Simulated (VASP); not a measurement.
# SiC (Moissanite 3C): single point with PBEsol

Crystal: SiC (Moissanite 3C).

```
Si C
1.0
     0.00000    2.12254    2.12254
     2.12254    0.00000    2.12254
     2.12254    2.12254    0.00000
Si C
1 1
Direct
  0.00000 0.00000 0.00000
  0.75000 0.75000 0.75000
```

```
Program                : VASP 6.6.1
Task                   : single point
Functional             : PBEsol
Potentials or basis    : VASP PAW PBE potentials, release 64 (Si, C)
Cutoff                 : 600 eV
k mesh                 : 10 × 10 × 10
Occupations            : fermi-dirac, width 0.05 eV
Spin                   : no spin polarisation
Dipole correction      : no
Further INCAR settings : ALGO = Normal; EDIFF = 1e-06; NBANDS = 11
```

* Pressure: 20.4 GPa
* Band gap on the k mesh: 1.16 eV, indirect (least direct gap 4.52 eV)

Levels at points of the mesh, in eV from the valence-band top:
```csv
k point,band 1,band 2,band 3,band 4,band 5,band 6,band 7,band 8
"(0.00, 0.00, 0.00)",-16.06,0.00,0.00,0.00,7.11,7.81,7.81,7.81
"(0.50, 0.00, 0.00)",-12.15,-9.05,-1.07,-1.07,6.10,7.46,7.46,10.35
"(0.50, 0.50, 0.00)",-10.60,-8.10,-3.36,-3.36,1.16,4.48,14.88,14.88
```

Wall time 8.1 s on 1 thread of Intel(R) Xeon(R) Platinum 8375C CPU @ 2.90GHz (Ice Lake), on a shared host, peak memory 0.14 GiB.

Caveat: the PAW data sets were made with another functional, which shifts forces and pressure a little. A k mesh can miss the band edges.
